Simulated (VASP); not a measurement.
Write the native input for VASP 6.6.1 that does the following.

| Item | Value |
| --- | --- |
| Task | single point |
| Functional | LDA |
| Potentials or basis | VASP PAW LDA potentials, release 64 (Ba_sv) |
| Cutoff | 520 eV |
| k mesh | 18 × 18 × 18 |
| Occupations | gaussian, width 0.15 eV |
| Spin | no spin polarisation |
| Dipole correction | no |
| Further INCAR settings | ALGO = Fast; EDIFF = 1e-06; NBANDS = 11 |

The structure of Ba lies in POSCAR:

```
Ba
1.0
    3.7564166505     -0.4019781656     -0.4019781656
   -0.4019781656      3.7564166505     -0.4019781656
   -0.4019781656     -0.4019781656      3.7564166505
Ba
1
Direct
    0.0000000000      0.0000000000      0.0000000000
```

This cell differs from its parent crystal: ratio of the length along [111] to the lengths across it x 0.71, volume and fractional coordinates fixed.

One way to write it, as run:

INCAR

```
PREC = Accurate ; ENCUT = 520
EDIFF = 1E-6 ; ISMEAR = 0
SIGMA = 0.15 ; LREAL = F
LASPH = T ; NELM = 100
ALGO = Fast ; ISIF = 2
LWAVE = F ; LCHARG = F
GGA = CA ; NBANDS = 11
```

KPOINTS

```
Automatic mesh
0
Gamma
  18 18 18
```

Potentials or basis: VASP PAW LDA potentials, release 64 (Ba_sv).

Run with:

```bash
$ cat potpaw_LDA.64/Ba_sv/POTCAR > POTCAR
$ mpirun -np 1 vasp_std > vasp.out
```

Results of the run:

```yaml
Pressure: 0.6 GPa
Band_gap_on_the_k_mesh: zero (bands 5 and 6 overlap by 0.89 eV)
```

Caveat: spin-orbit coupling is left out, which moves the levels of the heavy elements.

It took 4.1 min on 1 thread of Oxide Virtual Turin-like Processor, with other jobs on the host, peak memory 0.37 GiB.
